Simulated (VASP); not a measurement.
A run of VASP 6.6.1:

Contents of INCAR:

```
PREC = Accurate
ENCUT = 520
EDIFF = 1E-6
ISMEAR = -1
SIGMA = 0.05
LREAL = False
LASPH = True
NELM = 150
ALGO = Normal
ISIF = 2
LWAVE = False
LCHARG = False
ISPIN = 2
MAGMOM = 0.447 0.447
LORBIT = 11
LMAXMIX = 4
GGA = RP
NBANDS = 21
```

The input KPOINTS:

```
Automatic mesh
0
Gamma
  10 10 10
```

The input POSCAR:

```
Pd
1.0
    0.0000000000      2.9478184985      2.9478184985
    2.9478184985      0.0000000000      2.9478184985
    2.9478184985      2.9478184985      0.0000000000
Pd
2
Direct
    0.1250000000      0.1250000000      0.1250000000
    0.8750000000      0.8750000000      0.8750000000
```

Potentials or basis: VASP PAW PBE potentials, release 64 (Pd).

Command:

```bash
$ cat potpaw_PBE.64/Pd/POTCAR > POTCAR
$ mpirun -np 1 vasp_std > vasp.out
```

Hardware: 1 thread of Intel(R) Xeon(R) 6975P-C (Granite Rapids), with other jobs on the host.

Q: How long does it take, and how much memory?

A: Wall time 29 s on 1 thread of Intel(R) Xeon(R) 6975P-C (Granite Rapids) (shared host), peak memory 0.24 GiB. Counts: scf iterations 13, k points 47.
